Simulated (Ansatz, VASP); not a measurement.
**One calculation of BiO5, two programs**

```
CELL_PARAMETERS angstrom
4.80711 0.00000 0.00000
-2.40356 4.16308 0.00000
0.00000 0.00000 4.01278
ATOMIC_POSITIONS crystal
Bi 0.00000 0.00000 0.00000
O 0.33333 0.66667 0.00000
O 0.66667 0.33333 0.00000
O 0.50000 0.00000 0.50000
O 0.50000 0.50000 0.50000
O 0.00000 0.50000 0.50000
```

Change from the starting cell: species swapped into the DyRh5 type (P6/mmm, No. 191).

Alike in both runs: task relaxation of cell and atoms; functional PBE; k mesh 6 × 6 × 4; occupations gaussian, width 0.1 eV; no spin polarisation.

|  | VASP | Ansatz |
| --- | --- | --- |
| version | VASP 6.6.1 | Ansatz 0.2.0 |
| potentials or method | VASP PAW PBE potentials, release 64 (Bi_d, O), cutoff 600 eV | scalar-relativistic, plane waves, PAW |
| valence electrons in the cell | 45 | 45 |

VASP gave:

| Quantity | Value |
| --- | --- |
| gap on the k mesh at the Fermi level, each at its own relaxed structure (eV) | none |
| relaxed volume (Å³/atom) | 11.46 |
| relaxed length of the cell vector where the two differ most in proportion (Å) | 5.284 |

Task: Which values does Ansatz return?

Result: gap on the k mesh at the Fermi level, each at its own relaxed structure (eV): none; relaxed volume (Å³/atom): 12.76; relaxed length of the cell vector where the two differ most in proportion (Å): 5.882.

A gap of «none» marks a metal or a gap that the smearing closes. One of these differences is far larger than is usual between the two programs; its cause wasn't traced.

The k mesh is coarse, so the values compare programs but aren't converged. Spin-orbit coupling is off throughout.
